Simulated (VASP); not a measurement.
# BaTe (Fm-3m) in VASP: relaxation of cell and atoms with HSE06

Aim: the relaxation of cell and atoms of BaTe with HSE06.

Program: VASP 6.6.1. These are calculated values, not measurements. Logs are shortened: lines on timing, memory, paths and dates and some standing lists are left out, and cuts for length are marked.

### Step 1. The cell of the first run

It takes space group Fm-3m (No. 225, cubic). The conventional cell has a = 7.065 Å, b = 7.065 Å, c = 7.065 Å, α = 90.00°, β = 90.00°, γ = 90.00°. Ba (site symmetry m-3m) has 6 Te at 3.53 Å within 4.6 Å. Within 4.6 Å of Te (site symmetry m-3m) lie 6 Ba at 3.53 Å.

### Step 2. Relaxation of cell and atoms, HSE06

The input, POSCAR:

```
BaTe
1.0
    0.0000000000      3.5323793482      3.5323793482
    3.5323793482      0.0000000000      3.5323793482
    3.5323793482      3.5323793482      0.0000000000
Ba Te
1 1
Direct
    0.0000000000      0.0000000000      0.0000000000
    0.5000000000      0.5000000000      0.5000000000
```

The input, INCAR.step1:

```
PREC = Accurate
ENCUT = 600
EDIFF = 1E-5
ISMEAR = -1
SIGMA = 0.02
LREAL = F
LASPH = T
NELM = 80
ALGO = Normal
LWAVE = T
LCHARG = F
GGA = PE
NBANDS = 15
```

The input, INCAR.step2:

```
PREC = Accurate
ENCUT = 600
EDIFF = 1E-6
ISMEAR = -1
SIGMA = 0.02
LREAL = F
LASPH = T
NELM = 80
ALGO = Normal
ISIF = 3
LWAVE = F
LCHARG = F
GGA = PE
LHFCALC = T
HFSCREEN = 0.2079
PRECFOCK = Normal
IBRION = 2
NSW = 80
EDIFFG = -0.005
ISTART = 1
```

The input, KPOINTS:

```
regular mesh
0
Gamma
  4 4 4
```

Potentials or basis: VASP PAW PBE potentials, release 64 (Ba_sv, Te).

Launch:

```console
$ cat potpaw_PBE.64/Ba_sv/POTCAR potpaw_PBE.64/Te/POTCAR > POTCAR
$ cp INCAR.step1 INCAR
$ mpirun -np 1 vasp_std > vasp.out
$ cp INCAR.step2 INCAR
$ mpirun -np 1 vasp_std > vasp.out
```

OUTCAR:

```text
PREC = Accurate
   ENCUT = 600
   EDIFF = 1E-6
   ISMEAR = -1
   LREAL = F
   LASPH = T
   NELM = 80
   ISIF = 3
   GGA = PE
   LHFCALC = T
   HFSCREEN = 0.2079
   PRECFOCK = Normal
   IBRION = 2
   NSW = 80
   EDIFFG = -0.005
   ISTART = 1

 ion  position               nearest neighbor table
   1  0.000  0.000  0.000-   2 3.53   2 3.53   2 3.53   2 3.53   2 3.53   2 3.53
   2  0.500  0.500  0.500-   1 3.53   1 3.53   1 3.53   1 3.53   1 3.53   1 3.53

  LATTYP: Found a face centered cubic cell.
 ALAT       =     7.0647586964

  Lattice vectors:

 A1 = (   0.0000000000,   3.5323793482,   3.5323793482)
 A2 = (   3.5323793482,   0.0000000000,   3.5323793482)
 A3 = (   3.5323793482,   3.5323793482,   0.0000000000)

Analysis of symmetry for initial positions (statically):
=====================================================================
 Subroutine PRICEL returns:
 Original cell was already a primitive cell.

 Routine SETGRP: Setting up the symmetry group for a
 face centered cubic supercell.

 Subroutine GETGRP returns: Found 48 space group operations
 (whereof 48 operations were pure point group operations)
 out of a pool of 48 trial point group operations.

The static configuration has the point symmetry O_h .

Analysis of symmetry for dynamics (positions and initial velocities):
=====================================================================
 Subroutine PRICEL returns:
 Original cell was already a primitive cell.

 Routine SETGRP: Setting up the symmetry group for a
 face centered cubic supercell.

 Subroutine GETGRP returns: Found 48 space group operations
 (whereof 48 operations were pure point group operations)
 out of a pool of 48 trial point group operations.

The dynamic configuration has the point symmetry O_h .

 Subroutine INISYM returns: Found 48 space group operations
 (whereof 48 operations are pure point group operations),
 and found     1 'primitive' translations

----------------------------------------------------------------------------------------

                                     Primitive cell

  volume of cell :      88.1520

[... 138 lines left out ...]

 VOLUME and BASIS-vectors are now :
 -----------------------------------------------------------------------------
  energy-cutoff  :      600.00
  volume of cell :       88.15
      direct lattice vectors                 reciprocal lattice vectors
     0.000000000  3.532379348  3.532379348    -0.141547651  0.141547651  0.141547651
     3.532379348  0.000000000  3.532379348     0.141547651 -0.141547651  0.141547651
     3.532379348  3.532379348  0.000000000     0.141547651  0.141547651 -0.141547651

 POSITION                                       TOTAL-FORCE (eV/Angst)
 -----------------------------------------------------------------------------------
      0.00000      0.00000      0.00000         0.000000     -0.000000      0.000000
      3.53238      3.53238      3.53238        -0.000000      0.000000     -0.000000
 -----------------------------------------------------------------------------------
    total drift:                                0.000000      0.000000      0.000000

  FREE ENERGIE OF THE ION-ELECTRON SYSTEM (eV)
  ---------------------------------------------------
  free  energy   TOTEN  =        -9.8007577816 eV

  energy  without entropy=       -9.8007577816  energy(sigma->0) =       -9.80075778

--------------------------------------- Ionic step        2  -------------------------------------------

 number of electron      16.0000000 magnetization

 Free energy of the ion-electron system (eV)
  ---------------------------------------------------
  ext. energy  EPLUGINS =         0.00000000
  ---------------------------------------------------
  free energy    TOTEN  =        -9.80075942 eV

  energy without entropy =       -9.80075942  energy(sigma->0) =       -9.80075942

 E-fermi :   2.0504     XC(G=0):  -6.8301

 val. band max:        1.5974617616   @ k =   0.0000   0.0000   0.0000
 cond. band min:       3.8928277948   @ k =   0.5000   0.5000   0.0000
 fundamental gap:      2.2953660332
 Fermi energy:         2.0503753428

 k-point     1 :       0.0000    0.0000    0.0000
  band No.  band energies     occupation
      1     -27.3985      2.00000
      2     -11.4868      2.00000
      3     -11.4868      2.00000
      4     -11.4868      2.00000
      5      -8.7313      2.00000
      6       1.5975      2.00000
      7       1.5975      2.00000
      8       1.5975      2.00000
      9       5.1428      0.00000
     10       5.3843      0.00000
     11       5.3843      0.00000
     12       5.3843      0.00000
[... 91 lines left out ...]
 k-point     8 :      -0.2500    0.5000    0.2500
  band No.  band energies     occupation
      1     -27.3812      2.00000
      2     -11.6401      2.00000
      3     -11.6336      2.00000
      4     -11.6336      2.00000
      5      -8.2815      2.00000
      6       0.2808      2.00000
      7       0.5870      2.00000
      8       0.5870      2.00000
      9       5.9499      0.00000
     10       5.9499      0.00000
     11       7.2538      0.00000
     12       7.6074      0.00000

------------------------ aborting loop because EDIFF is reached ----------------------------------------

  FORCE on cell =-STRESS in cart. coord.  units (eV):
  Direction    XX          YY          ZZ          XY          YZ          ZX
  --------------------------------------------------------------------------------------
  -------------------------------------------------------------------------------------
  Total       -0.0031999     -0.0031999     -0.0031999      0.0000000      0.0000000     -0.0000000
  in kB       -0.0582051     -0.0582051     -0.0582051      0.0000000      0.0000000     -0.0000000
  external PRESSURE =      -0.0582051 kB  Pullay stress =       0.0000000 kB

 VOLUME and BASIS-vectors are now :
 -----------------------------------------------------------------------------
  energy-cutoff  :      600.00
  volume of cell :       88.08
      direct lattice vectors                 reciprocal lattice vectors
    -0.000000000  3.531441680  3.531441680    -0.141585235  0.141585235  0.141585235
     3.531441680 -0.000000000  3.531441680     0.141585235 -0.141585235  0.141585235
     3.531441680  3.531441680  0.000000000     0.141585235  0.141585235 -0.141585235

 POSITION                                       TOTAL-FORCE (eV/Angst)
 -----------------------------------------------------------------------------------
      3.53144      3.53144      0.00000         0.000000     -0.000000     -0.000000
      3.53144      3.53144      3.53144        -0.000000      0.000000      0.000000
 -----------------------------------------------------------------------------------
    total drift:                               -0.000000     -0.000000     -0.000000

  FREE ENERGIE OF THE ION-ELECTRON SYSTEM (eV)
  ---------------------------------------------------
  free  energy   TOTEN  =        -9.8007594189 eV

  energy  without entropy=       -9.8007594189  energy(sigma->0) =       -9.80075942

 reached required accuracy - stopping structural energy minimisation
```

Wall time 26 min (1 thread of Intel Xeon 8259CL, shared host); peak memory 0.38 GiB.

Results:

* Free energy: -9.8008 eV
* Relaxed volume: 44.04 Å³/atom
* Relaxed cell: a = 4.994 Å, b = 4.994 Å, c = 4.994 Å, α = 60.00°, β = 60.00°, γ = 60.00°
* Space group after relaxing (to 0.1 Å): Fm-3m (No. 225)
* Energy gained by relaxing: 0.0 meV/atom
* Ionic steps: 2
* Pressure after relaxing: 0.0 GPa
* Band gap on the k mesh: 2.30 eV (least direct gap 2.72 eV)

Final structure:
```
Ba Te
1.0
     0.00000    3.53144    3.53144
     3.53144    0.00000    3.53144
     3.53144    3.53144    0.00000
Ba Te
1 1
Direct
  0.00000 0.00000 0.00000
  0.50000 0.50000 0.50000
```

Caveat: the PAW data sets were made with another functional, which shifts forces and pressure a little; spin-orbit coupling is left out, which moves the levels of the heavy elements.
